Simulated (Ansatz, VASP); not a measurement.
**One calculation of MgO, two programs**

Contents of INCAR:

```
ALGO     = Normal         # electronic algorithm
EDIFF    = 1E-7           # SCF threshold, eV
ENCUT    = 520            # plane-wave cutoff, eV
GGA      = PS             # functional
ISIF     = 2              # what is computed and relaxed
ISMEAR   = 0              # smearing method
LASPH    = True           # aspherical terms in the spheres
LCHARG   = False          # write CHGCAR
LREAL    = False          # projectors in reciprocal space
LWAVE    = False          # write WAVECAR
NBANDS   = 16             # bands
NELM     = 80             # most SCF steps
PREC     = Accurate       # precision mode
SIGMA    = 0.02           # smearing width, eV
```

The input KPOINTS:

```
k-points
0
Gamma
  9 9 6
```

File POSCAR:

```
MgO
1.0
    3.3630931849      0.0000000000      0.0000000000
   -1.6815465925      2.9125241334      0.0000000000
    0.0000000000      0.0000000000      5.3651683517
Mg O
2 2
Direct
    0.3333333300      0.6666666700      0.0142009651
    0.6666666700      0.3333333300      0.5142009651
    0.3333333300      0.6666666700      0.3903990349
    0.6666666700      0.3333333300      0.8903990349
```

Input for Ansatz:

```yaml
crystal:
  lattice:
    - [3.3630931849, 0.0, 0.0]
    - [-1.6815465925, 2.9125241334, 0.0]
    - [0.0, 0.0, 5.3651683517]
  atoms:
    - { symbol: Mg, position: [0.33333333, 0.66666667, 0.0142009651] }
    - { symbol: Mg, position: [0.66666667, 0.33333333, 0.5142009651] }
    - { symbol: O, position: [0.33333333, 0.66666667, 0.3903990349] }
    - { symbol: O, position: [0.66666667, 0.33333333, 0.8903990349] }
basis:
  ecutwfc: 420
kpoints:
  mp_grid: { grid: [9, 9, 6] }
hamiltonian:
  xc: pbesol
scf:
  occupations: { method: gaussian, width: 0.02 }
output:
  forces: true
  stress: true
  eigenvalues: true
```

Alike in both runs: task single point; functional PBEsol; k mesh 9 × 9 × 6; occupations gaussian, width 0.02 eV; no spin polarisation.

|  | VASP | Ansatz |
| --- | --- | --- |
| version | VASP 6.6.1 | Ansatz 0.2.0 |
| potentials or method | VASP PAW PBE potentials, release 64 (Mg, O), cutoff 520 eV | scalar-relativistic, plane waves, PAW |
| valence electrons in the cell | 16 | 32 |

VASP gave:

* gap on the k mesh at the Fermi level (eV): 3.05
* least direct gap on the mesh (eV): 3.05
* pressure (GPa): -9.8
* traceless stress, the component that is largest in VASP (GPa): 0.36
* rms of the force components (eV/Å): 0.137

**Question.** What did Ansatz give for the same quantities?

**Answer.** gap on the k mesh at the Fermi level (eV): 3.05; least direct gap on the mesh (eV): 3.05; pressure (GPa): -9.4; traceless stress, the component that is largest in VASP (GPa): 0.34; rms of the force components (eV/Å): 0.136.

VASP's potentials were made for PBE, not for PBEsol. Atom by atom the forces differ by 0.001 eV/Å (rms over components). VASP's potentials hold 16 valence electrons a cell and Ansatz's 32, so a difference there can come from the potentials and not from the codes.
